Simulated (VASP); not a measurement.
# Nb (R-3m) in VASP: single point with PBEsol

Aim: the single point of Nb with PBEsol.

All numbers are computed with VASP 6.6.1; they aren't measurements. Logs are shortened: lines on timing, memory, paths and dates and some standing lists are left out, and cuts for length are marked.

### Step 1. The cell of the first run

Symmetry: R-3m, No. 166, trigonal system. The conventional cell has a = 2.916 Å, b = 2.916 Å, c = 8.461 Å, α = 90.00°, β = 90.00°, γ = 120.00°. Nb (site symmetry -3m) has 12 Nb at 2.92 to 3.28 Å within 3.8 Å.

### Step 2. Single point, PBEsol (strained)

File INCAR:

```
  PREC = Accurate
  ENCUT = 520
  EDIFF = 1E-6
  ISMEAR = 0
  SIGMA = 0.1
  LREAL = F
  LASPH = T
  NELM = 60
  ALGO = Fast
  ISIF = 2
  LWAVE = F
  LCHARG = F
  GGA = PS
  NBANDS = 12
  ISYM = 0
```

File KPOINTS:

```
Automatic mesh
0
Gamma
  15 15 16
```

File POSCAR:

```
Nb
1.0
    0.0000000000      2.0617020000      2.0617020000
    2.0617020000      0.0000000000      2.0617020000
    2.3155020000      2.3155020000     -0.2538000000
Nb
1
Direct
    0.0000000000      0.0000000000      0.0000000000
```

Potentials or basis: VASP PAW PBE potentials, release 64 (Nb_sv).

Launch:

```console
> cat potpaw_PBE.64/Nb_sv/POTCAR > POTCAR
> mpirun -np 1 vasp_std > vasp.out
```

OUTCAR:

```text
PREC = Accurate
   ENCUT = 520
   EDIFF = 1E-6
   ISMEAR = 0
   LREAL = F
   LASPH = T
   NELM = 60
   ISIF = 2
   GGA = PS
   ISYM = 0

 ion  position               nearest neighbor table
   1  0.000  0.000  0.000-

IMPORTANT INFORMATION: All symmetrisations will be switched off!
NOSYMM: (Re-)initialisation of all symmetry stuff for point group C_1.

----------------------------------------------------------------------------------------

                                     Primitive cell

  volume of cell :      20.7634

  direct lattice vectors                    reciprocal lattice vectors
     0.000000000  2.061702000  2.061702000    -0.229917551  0.255118598  0.229917551
     2.061702000  0.000000000  2.061702000     0.255118598 -0.229917551  0.229917551
     2.315502000  2.315502000 -0.253800000     0.204716504  0.204716504 -0.204716504

  length of vectors
     2.915686930  2.915686930  3.284435030     0.413291253  0.413291253  0.354579387

  position of ions in fractional coordinates (direct lattice)
     0.000000000  0.000000000  0.000000000

  ion indices of the primitive-cell ions
   primitive index   ion index
                 1           1

----------------------------------------------------------------------------------------

 KPOINTS: Automatic mesh

Automatic generation of k-mesh.
 Grid dimensions read from file:
 generate k-points for:   15   15   16

 Generating k-lattice:

  Cartesian coordinates                     Fractional coordinates (reciprocal lattice)
    -0.015327837  0.017007907  0.015327837     0.066666667  0.000000000  0.000000000
     0.017007907 -0.015327837  0.015327837     0.000000000  0.066666667  0.000000000
     0.012794782  0.012794782 -0.012794782     0.000000000  0.000000000  0.062500000

  Length of vectors
     0.027552750  0.027552750  0.022161212

  Shift w.r.t. Gamma in fractional coordinates (k-lattice)
     0.000000000  0.000000000  0.000000000

 -----------------------------------------------------------------------------
|                                                                             |
|           W    W    AA    RRRRR   N    N  II  N    N   GGGG   !!!           |
|           W    W   A  A   R    R  NN   N  II  NN   N  G    G  !!!           |
|           W    W  A    A  R    R  N N  N  II  N N  N  G       !!!           |
|           W WW W  AAAAAA  RRRRR   N  N N  II  N  N N  G  GGG   !            |
|           WW  WW  A    A  R   R   N   NN  II  N   NN  G    G                |
|           W    W  A    A  R    R  N    N  II  N    N   GGGG   !!!           |
|                                                                             |
|     Your reciprocal lattice and k-lattice belong to different lattice       |
|     classes:                                                                |
|                                                                             |
|        The reciprocal lattice is rhombohedral (trigonal),                   |
|        whereas your k-lattice is base-centered monoclinic.                  |
|                                                                             |
|     Results are often still useful ...                                      |
|                                                                             |
 -----------------------------------------------------------------------------

 WARNING: IBZKPT: internal override: KBLOWUP is changed to .FALSE.
      ... skipping the blow-up phase ...

 Subroutine IBZKPT returns following result:
 ===========================================

 Found   1801 irreducible k-points:

 Following reciprocal coordinates:
            Coordinates               Weight
  0.000000  0.000000  0.000000      1.000000
  0.066667  0.000000  0.000000      2.000000
  0.133333  0.000000  0.000000      2.000000
  0.200000  0.000000 -0.000000      2.000000
  0.266667  0.000000  0.000000      2.000000
  0.333333  0.000000  0.000000      2.000000
[... 16 lines left out ...]
 -0.066667  0.066667  0.000000      2.000000
  0.000000  0.133333  0.000000      2.000000
 [... further k-points ...]
   k-points           NKPTS =   1801   k-points in BZ     NKDIM =   1801   number of bands    NBANDS=     12
   number of dos      NEDOS =    301   number of ions     NIONS =      1
   total plane-waves  NPLWV =  13824
   dimension x,y,z NGX =    24 NGY =   24 NGZ =   24
   dimension x,y,z NGXF=    48 NGYF=   48 NGZF=   48
   ions per type =               1
   NGX,Y,Z   is equivalent  to a cutoff of  13.68, 13.68, 12.15 a.u.
   NGXF,Y,Z  is equivalent  to a cutoff of  27.37, 27.37, 24.30 a.u.
 SYSTEM =  unknown system
   PREC   = accura    normal or accurate (medium, high low for compatibility)
   ISTART =      0    job   : 0-new  1-cont  2-samecut
   ICHARG =      2    charge: 1-file 2-atom 10-const
   ISPIN  =      1    spin polarized calculation?
   LNONCOLLINEAR =      F non collinear calculations
   LSORBIT =      F    spin-orbit coupling
   LASPH  =      T    aspherical Exc in radial PAW
   ENCUT  =  520.0 eV  38.22 Ry    6.18 a.u.   5.42  5.42  6.11*2*pi/ulx,y,z
   NELM   =     60;   NELMIN=  2; NELMDL= -5     # of ELM steps
   EDIFF  = 0.1E-05   stopping-criterion for ELM
   LREAL  =      F    real-space projection
   EDIFFG = 0.1E-04   stopping-criterion for IOM
   NSW    =      0    number of steps for IOM
   IBRION =     -1    ionic relax: 0-MD 1-quasi-New 2-CG
   NFREE  =      0    steps in history (QN), initial steepest desc. (CG)
   ISIF   =      2    stress and relaxation
   ISYM   =      0    0-nonsym 1-usesym 2-fastsym
   POTIM  = 0.5000    time-step for ionic-motion
   TEBEG  =    0.0;   TEEND  =   0.0 temperature during run
   PSTRESS=    0.0 pullay stress
   NELECT =      13.0000    total number of electrons
   NUPDOWN=      -1.0000    fix difference up-down
   EMIN   =  10.00;   EMAX   =-10.00  energy-range for DOS
   EFERMI =   0.00;   METHOD = LEGACY
   ISMEAR =     0;   SIGMA  =   0.10  broadening in eV -4-tet -1-fermi 0-gaus
   EFERMI_NEDOS =   21; number of points for ismear=-14 and -15
   IALGO  =     68    algorithm
   IMIX   =      4    mixing-type and parameters
     AMIX     =   0.40;   BMIX     =  1.00
     AMIX_MAG =   1.60;   BMIX_MAG =  1.00
  volume/ion in A,a.u.               =      20.76       140.12
  Fermi-wavevector in a.u.,A,eV,Ry     =   1.400521  2.646601 26.687273  1.961459
  Thomas-Fermi vector in A             =   2.523473
   LORBIT       =      0    0 simple, 1 ext, 2 COOP (PROOUT), +10 PAW based schemes
   GGA     = PS    functional components
   LHFCALC =     F    Hartree Fock is set to
   AEXX    =    0.0000 exact exchange contribution
   IVDW    =     0    specifies the selected vdW correction
   LEPSILON=     F    determine dielectric tensor
   LRPA    =     F    only Hartree local field effects (RPA)
 non-spin polarized calculation
 RMM-DIIS sequential band-by-band and
 Gauss-broadening in eV      SIGMA  =   0.10
  energy-cutoff  :      520.00
  volume of cell :       20.76
 maximum number of plane-waves:       581
 NGX is ok and might be reduce to    24
   NGX = 11   NGY = 11   NGZ = 13

 number of electron      13.0000001 magnetization

 Free energy of the ion-electron system (eV)
  ---------------------------------------------------
  ext. energy  EPLUGINS =         0.00000000
  ---------------------------------------------------
  free energy    TOTEN  =       -10.45769714 eV

  energy without entropy =      -10.45042859  energy(sigma->0) =      -10.45406286

 E-fermi :   9.4819     XC(G=0): -11.8771

 val. band max:        9.4813678832   @ k =  -0.3333   0.4000   0.5000
 cond. band min:       9.4825761380   @ k =   0.3333   0.3333   0.3125
 fundamental gap:      0.0012082548
 Fermi energy:         9.4819498376

 k-point     1 :       0.0000    0.0000    0.0000
  band No.  band energies     occupation
      1     -45.2930      2.00000
      2     -21.0823      2.00000
      3     -20.6760      2.00000
      4     -20.6756      2.00000
      5       3.5548      2.00000
      6       8.2862      2.00000
      7      10.0769      0.00000
      8      10.0770      0.00000
      9      12.3289      0.00000
     10      12.3292      0.00000
     11      20.7087      0.00000
     12      23.6857      0.00000

 k-point     2 :       0.0667    0.0000    0.0000
  band No.  band energies     occupation
      1     -45.2851      2.00000
      2     -21.0831      2.00000
      3     -20.7287      2.00000
      4     -20.6861      2.00000
      5       3.7185      2.00000
      6       8.3764      2.00000
      7       9.9280      0.00000
      8      10.2080      0.00000
      9      12.1596      0.00000
     10      12.2497      0.00000
     11      21.0605      0.00000
     12      23.9842      0.00000

 k-point     3 :       0.1333    0.0000    0.0000
  band No.  band energies     occupation
      1     -45.2627      2.00000
      2     -21.0869      2.00000
      3     -20.8744      2.00000
      4     -20.7156      2.00000
      5       4.1818      2.00000
      6       8.6193      2.00000
      7       9.5610      0.26366
      8      10.5810      0.00000
      9      11.7692      0.00000
     10      12.0481      0.00000
     11      21.8803      0.00000
     12      24.2662      0.00000

 k-point     4 :       0.2000    0.0000   -0.0000
  band No.  band energies     occupation
      1     -45.2295      2.00000
      2     -21.1315      2.00000
      3     -21.0456      2.00000
      4     -20.7587      2.00000
      5       4.8513      2.00000
      6       8.8765      2.00000
      7       9.1995      1.99993
      8      11.0641      0.00000
      9      11.4242      0.00000
     10      11.8893      0.00000
     11      22.0683      0.00000
     12      24.1478      0.00000

 k-point     5 :       0.2667    0.0000    0.0000
  band No.  band energies     occupation
      1     -45.1912      2.00000
      2     -21.3459      2.00000
      3     -21.0725      2.00000
      4     -20.8077      2.00000
      5       5.5338      2.00000
      6       8.7734      2.00000
      7       9.2621      1.99812
      8      11.1222      0.00000
      9      11.4265      0.00000
     10      12.3251      0.00000
     11      21.1827      0.00000
     12      24.4083      0.00000
[... 228 lines left out ...]
      1     -45.2080      2.00000
      2     -21.2261      2.00000
      3     -21.0651      2.00000
      4     -20.8043      2.00000
      5       5.2475      2.00000
      6       8.8332      2.00000
      7       9.2422      1.99930
      8      10.9597      0.00000
      9      11.1521      0.00000
     10      12.2870      0.00000
     11      22.1304      0.00000
     12      24.4680      0.00000

 k-point    22 :      -0.1333    0.0667   -0.0000
  band No.  band energies     occupation
      1     -45.2435      2.00000
      2     -21.0770      2.00000
      3     -20.9948      2.00000
      4     -20.7520      2.00000
      5       4.5451      2.00000
      6       8.8659      2.00000
      7       9.2690      1.99740
      8      10.9099      0.00000
      9      11.2731      0.00000
     10      12.0648      0.00000
     11      22.5680      0.00000
     12      24.0615      0.00000

 k-point    23 :      -0.0667    0.0667    0.0000
  band No.  band energies     occupation
      1     -45.2707      2.00000
      2     -21.0770      2.00000
      3     -20.8242      2.00000
      4     -20.7099      2.00000
      5       3.9970      2.00000
      6       8.5609      2.00000
      7       9.6643      0.00993
      8      10.4648      0.00000
      9      11.7660      0.00000
     10      12.1944      0.00000
     11      21.6785      0.00000
     12      24.6532      0.00000

 k-point    24 :       0.0000    0.1333    0.0000
  band No.  band energies     occupation
      1     -45.2627      2.00000
      2     -21.0869      2.00000
      3     -20.8744      2.00000
      4     -20.7156      2.00000
      5       4.1818      2.00000
      6       8.6193      2.00000
      7       9.5610      0.26366
      8      10.5810      0.00000
      9      11.7692      0.00000
     10      12.0481      0.00000
     11      21.8803      0.00000
     12      24.2654      0.00000

 [... further k-points ...]

------------------------ aborting loop because EDIFF is reached ----------------------------------------

  FORCE on cell =-STRESS in cart. coord.  units (eV):
  Direction    XX          YY          ZZ          XY          YZ          ZX
  --------------------------------------------------------------------------------------
  -------------------------------------------------------------------------------------
  Total       -2.3520726     -2.3520765     -2.3297985     -0.1612465      0.1736669      0.1736680
  in kB     -181.4940451   -181.4943465   -179.7752972    -12.4423380     13.4007396     13.4008189
  external PRESSURE =    -180.9212296 kB  Pullay stress =       0.0000000 kB

 VOLUME and BASIS-vectors are now :
 -----------------------------------------------------------------------------
  energy-cutoff  :      520.00
  volume of cell :       20.76
      direct lattice vectors                 reciprocal lattice vectors
     0.000000000  2.061702000  2.061702000    -0.229917551  0.255118598  0.229917551
     2.061702000  0.000000000  2.061702000     0.255118598 -0.229917551  0.229917551
     2.315502000  2.315502000 -0.253800000     0.204716504  0.204716504 -0.204716504

 POSITION                                       TOTAL-FORCE (eV/Angst)
 -----------------------------------------------------------------------------------
      0.00000      0.00000      0.00000         0.000004     -0.000008     -0.000001
 -----------------------------------------------------------------------------------
    total drift:                                0.000004     -0.000008     -0.000001

  FREE ENERGIE OF THE ION-ELECTRON SYSTEM (eV)
  ---------------------------------------------------
  free  energy   TOTEN  =       -10.4576971391 eV

  energy  without entropy=      -10.4504285894  energy(sigma->0) =      -10.45406286
```

It took 11 min on 1 thread of AMD EPYC 7R13, shared host; peak memory 0.48 GiB.

Results:

- Free energy: -10.4577 eV
- Pressure: -18.1 GPa
- Band gap on the k mesh: zero (an odd number of electrons rules out a gap without spin polarisation)

Caveat: the cell differs from its parent crystal (strained); the cell stands under tension; the PAW data sets were made with another functional, which shifts forces and pressure a little.
